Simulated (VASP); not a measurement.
**RuBrF3: relaxation of cell and atoms with PBE**

RuBrF3:

```
Ru Br F
1.0
     4.10110    0.00000    0.00000
     0.00000    4.10110    0.00000
     0.00000    0.00000    4.10110
Ru Br F
1 1 3
Direct
  0.50000 0.50000 0.50000
  0.00000 0.00000 0.00000
  0.00000 0.50000 0.50000
  0.50000 0.00000 0.50000
  0.50000 0.50000 0.00000
```

| Property | Result |
| --- | --- |
| Program | VASP 6.6.1 |
| Task | relaxation of cell and atoms |
| Functional | PBE |
| Potentials or basis | VASP PAW PBE potentials, release 64 (Ru_pv, Br, F) |
| Cutoff | 600 eV |
| k mesh | 4 × 4 × 4 |
| Occupations | gaussian, width 0.1 eV |
| Spin | collinear spin, ferromagnetic start |
| Starting moments | [1.0, 0.0, 0.0, 0.0, 0.0] μB |
| Dipole correction | no |
| Further INCAR settings | ALGO = Normal; EDIFF = 1e-06; IBRION = 2; EDIFFG = -0.04; NSW = 90; ISIF = 3 |

| Property | Result |
| --- | --- |
| Relaxed volume | 14.57 Å³/atom |
| Relaxed cell | a = 4.176 Å, b = 4.176 Å, c = 4.176 Å, α = 90.00°, β = 90.00°, γ = 90.00° |
| Space group after relaxing (to 0.05 Å) | Pm-3m (No. 221) |
| Energy gained by relaxing | 12.9 meV/atom |
| Ionic steps | 3 |
| Pressure after relaxing | 0.0 GPa |
| Net moment | 3.28 μB per cell |
| Site moments | Ru +1.98; Br +0.63; F +0.12 μB |
| Valence electrons inside the program's atomic spheres | Ru 11.96; Br 4.75; F 6.03 |

Step by step:
```csv
step,energy change (eV),largest force (eV/Å),pressure (GPa),volume (Å³)
1,0.0000,0.0000,5.79,68.98
2,-0.0596,0.0000,-1.35,74.08
3,-0.0645,0.0000,0.05,72.84
```

Final structure:
```
CELL_PARAMETERS angstrom
4.17630 0.00000 0.00000
0.00000 4.17630 0.00000
0.00000 0.00000 4.17630
ATOMIC_POSITIONS crystal
Ru 0.50000 0.50000 0.50000
Br 0.00000 0.00000 0.00000
F 0.00000 0.50000 0.50000
F 0.50000 0.00000 0.50000
F 0.50000 0.50000 0.00000
```

Levels at points of the mesh, in eV from the Fermi level:
Spin up:
```
           k point  band 21  band 22  band 23  band 24  band 25  band 26
(0.00, 0.00, 0.00)    -1.31    -0.38    -0.38    -0.38     4.87     8.84
(0.50, 0.00, 0.00)    -1.25    -0.66    -0.66     0.82     8.02     8.84
(0.50, 0.50, 0.00)    -0.96    -0.70    -0.41     2.33     7.95     8.84
(0.50, 0.50, 0.50)    -0.26    -0.26     2.34     2.34     8.30     8.30
```
Spin down:
```csv
k point,band 17,band 18,band 19,band 20,band 21,band 22
"(0.00, 0.00, 0.00)",-0.89,-0.89,-0.89,0.18,0.18,0.32
"(0.50, 0.00, 0.00)",-1.22,-0.87,-0.08,-0.08,0.19,0.24
"(0.50, 0.50, 0.00)",-0.32,-0.32,-0.32,0.10,0.10,0.67
"(0.50, 0.50, 0.50)",0.04,0.04,0.04,0.75,0.75,0.75
```

It took 2.1 min on 1 thread of Intel(R) Xeon(R) Platinum 8488C (Sapphire Rapids), on a shared host, peak memory 0.27 GiB.

Caveat: the k points lie up to 0.38 Å⁻¹ apart in the final cell.
